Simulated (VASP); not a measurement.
# WC (rocksalt type) (Fm-3m) in VASP: further runs, part 2 of 2

VASP 6.6.1. Earlier steps stand in the parts before.

### 3 Density of states, LDA (volume scaled by 0.94)

The input, POSCAR:

```
WC
1.0
    0.0000000000      2.1174673387      2.1174673387
    2.1174673387      0.0000000000      2.1174673387
    2.1174673387      2.1174673387      0.0000000000
W C
1 1
Direct
    0.0000000000      0.0000000000      0.0000000000
    0.5000000000      0.5000000000      0.5000000000
```

The input, INCAR.step1:

```
ALGO     = Normal         # electronic algorithm
EDIFF    = 1E-6           # SCF threshold, eV
ENCUT    = 520            # plane-wave cutoff, eV
GGA      = CA             # functional
ISIF     = 2              # what is computed and relaxed
ISMEAR   = -1             # smearing method
LASPH    = T              # aspherical terms in the spheres
LCHARG   = T              # write CHGCAR
LMAXMIX  = 4              # l up to which the mixer works
LREAL    = F              # projectors in reciprocal space
LWAVE    = F              # write WAVECAR
NBANDS   = 16             # bands
NELM     = 60             # most SCF steps
PREC     = Accurate       # precision mode
SIGMA    = 0.1            # smearing width, eV
```

The input, KPOINTS.step1:

```
k-points
0
Gamma
  17 17 17
```

The input, INCAR.step2:

```
ALGO     = Normal         # electronic algorithm
EDIFF    = 1E-6           # SCF threshold, eV
ENCUT    = 520            # plane-wave cutoff, eV
GGA      = CA             # functional
ICHARG   = 11             # starting density
ISIF     = 2              # what is computed and relaxed
ISMEAR   = -5             # smearing method
LASPH    = T              # aspherical terms in the spheres
LCHARG   = F              # write CHGCAR
LMAXMIX  = 4              # l up to which the mixer works
LORBIT   = 11             # projections on sites
LREAL    = F              # projectors in reciprocal space
LWAVE    = F              # write WAVECAR
NEDOS    = 1001           # points of the DOS
NELM     = 60             # most SCF steps
PREC     = Accurate       # precision mode
SIGMA    = 0.1            # smearing width, eV
```

The input, KPOINTS.step2:

```
k-points
0
Gamma
  26 26 26
```

Potentials or basis: VASP PAW LDA potentials, release 64 (W_sv, C).

Launch:

```bash
$ cat potpaw_LDA.64/W_sv/POTCAR potpaw_LDA.64/C/POTCAR > POTCAR
$ cp INCAR.step1 INCAR
$ cp KPOINTS.step1 KPOINTS
$ mpirun -np 1 vasp_std > vasp.out
$ cp INCAR.step2 INCAR
$ cp KPOINTS.step2 KPOINTS
$ mpirun -np 1 vasp_std > vasp.out
```

OUTCAR:

```text
EDIFF = 1E-6
   ENCUT = 520
   GGA = CA
   ICHARG = 11
   ISIF = 2
   ISMEAR = -5
   LASPH = T
   LORBIT = 11
   LREAL = F
   NELM = 60
   PREC = Accurate

 ion  position               nearest neighbor table
   1  0.000  0.000  0.000-   2 2.12   2 2.12   2 2.12   2 2.12   2 2.12   2 2.12
   2  0.500  0.500  0.500-   1 2.12   1 2.12   1 2.12   1 2.12   1 2.12   1 2.12

  LATTYP: Found a face centered cubic cell.
 ALAT       =     4.2349346774

  Lattice vectors:

[... 577 lines left out ...]
  -------------------------------------------------------------------------------------
  Total        3.6987658      3.6987658      3.6987658      0.0000000      0.0000000      0.0000000
  in kB      312.0953243    312.0953243    312.0953243      0.0000000      0.0000000      0.0000000
  external PRESSURE =     312.0953243 kB  Pullay stress =       0.0000000 kB

 VOLUME and BASIS-vectors are now :
 -----------------------------------------------------------------------------
  energy-cutoff  :      520.00
  volume of cell :       18.99
      direct lattice vectors                 reciprocal lattice vectors
     0.000000000  2.117467339  2.117467339    -0.236131151  0.236131151  0.236131151
     2.117467339  0.000000000  2.117467339     0.236131151 -0.236131151  0.236131151
     2.117467339  2.117467339  0.000000000     0.236131151  0.236131151 -0.236131151

 POSITION                                       TOTAL-FORCE (eV/Angst)
 -----------------------------------------------------------------------------------
      0.00000      0.00000      0.00000        -0.000000      0.000000      0.000000
      2.11747      2.11747      2.11747         0.000000     -0.000000      0.000000
 -----------------------------------------------------------------------------------
    total drift:                                0.000000     -0.000000      0.000000

  FREE ENERGIE OF THE ION-ELECTRON SYSTEM (eV)
  ---------------------------------------------------
  free  energy   TOTEN  =       -23.6851454044 eV

  energy  without entropy=      -23.6851454044  energy(sigma->0) =      -23.68514540

 total charge

# of ion       s       p       d       tot
------------------------------------------
    1        2.336   6.442   3.592  12.369
    2        0.866   1.671   0.000   2.537
--------------------------------------------------
tot          3.201   8.113   3.592  14.906
```

Wall time 75 s (1 thread of AMD EPYC 7R13 (Zen 3), shared host); peak memory 0.22 GiB.

What came out:

| Property | Result |
| --- | --- |
| Valence electrons inside the program's atomic spheres | W 12.37; C 2.54 |

Levels at points of the mesh, in eV from the Fermi level:
| k point | band 6 | band 7 | band 8 | band 9 | band 10 | band 11 | band 12 | band 13 |
| --- | --- | --- | --- | --- | --- | --- | --- | --- |
| (0.00, 0.00, 0.00) | -3.17 | -3.17 | -3.17 | -1.23 | -1.23 | -1.23 | -1.07 | -1.07 |
| (0.50, 0.00, 0.00) | -10.67 | -7.34 | -7.34 | 1.26 | 1.26 | 2.78 | 5.19 | 9.95 |
| (0.50, 0.50, 0.00) | -6.61 | -5.69 | -2.60 | -2.60 | 1.05 | 2.71 | 2.71 | 6.57 |

Caveat: the cell differs from its parent crystal (volume scaled by 0.94); the bands computed are all filled at some k points, so no gap is given; spin-orbit coupling is left out, which moves the levels of the heavy elements.

### 4 Density of states, LDA

This run uses another cell than the first one, of 10.10 Å³/atom, 1.818 times its volume.

The input, POSCAR:

```
WC
1.0
    0.0000000000      2.1615938812      2.1615938812
    2.1615938812      0.0000000000      2.1615938812
    2.1615938812      2.1615938812      0.0000000000
W C
1 1
Direct
    0.0000000000      0.0000000000      0.0000000000
    0.5000000000      0.5000000000      0.5000000000
```

The input, INCAR.step1:

```
SYSTEM = WC
PREC = Accurate ; ENCUT = 520
EDIFF = 1E-6 ; ISMEAR = -1
SIGMA = 0.1 ; LREAL = .False.
LASPH = .True. ; NELM = 80
ALGO = Normal ; ISIF = 2
LWAVE = .False. ; LCHARG = .True.
LMAXMIX = 4 ; GGA = CA
NBANDS = 16
```

The input, KPOINTS.step1:

```
Automatic mesh
0
Gamma
  17 17 17
  0 0 0
```

The input, INCAR.step2:

```
SYSTEM = WC
PREC = Accurate ; ENCUT = 520
EDIFF = 1E-6 ; ISMEAR = -5
SIGMA = 0.1 ; LREAL = .False.
LASPH = .True. ; NELM = 80
ALGO = Normal ; ISIF = 2
LWAVE = .False. ; LCHARG = .False.
LMAXMIX = 4 ; GGA = CA
LORBIT = 10 ; NBANDS = 16
NEDOS = 1001 ; ICHARG = 11
```

The input, KPOINTS.step2:

```
Automatic mesh
0
Gamma
  26 26 26
  0 0 0
```

Launch:

```bash
$ cat potpaw_LDA.64/W_sv/POTCAR potpaw_LDA.64/C/POTCAR > POTCAR
$ cp INCAR.step1 INCAR
$ cp KPOINTS.step1 KPOINTS
$ mpirun -np 1 vasp_std > vasp.out
$ cp INCAR.step2 INCAR
$ cp KPOINTS.step2 KPOINTS
$ mpirun -np 1 vasp_std > vasp.out
```

Wall time 87 s (1 thread of AMD EPYC 7R13 (Zen 3), shared host); peak memory 0.24 GiB.

It converged, with:

```yaml
Valence_electrons_inside_the_program's_atomic_spheres: W 12.20; C 2.47
```

Levels at points of the mesh, in eV from the Fermi level:
| k point | band 6 | band 7 | band 8 | band 9 | band 10 | band 11 | band 12 | band 13 |
| --- | --- | --- | --- | --- | --- | --- | --- | --- |
| (0.00, 0.00, 0.00) | -2.91 | -2.91 | -2.91 | -1.10 | -1.10 | -1.10 | -1.01 | -1.01 |
| (0.50, 0.00, 0.00) | -10.10 | -6.86 | -6.86 | 1.12 | 1.12 | 2.50 | 5.11 | 9.23 |
| (0.50, 0.50, 0.00) | -6.09 | -5.57 | -2.50 | -2.50 | 0.92 | 2.44 | 2.44 | 5.90 |

Caveat: spin-orbit coupling is left out, which moves the levels of the heavy elements; tetrahedron occupations give inexact forces and stress in metals.
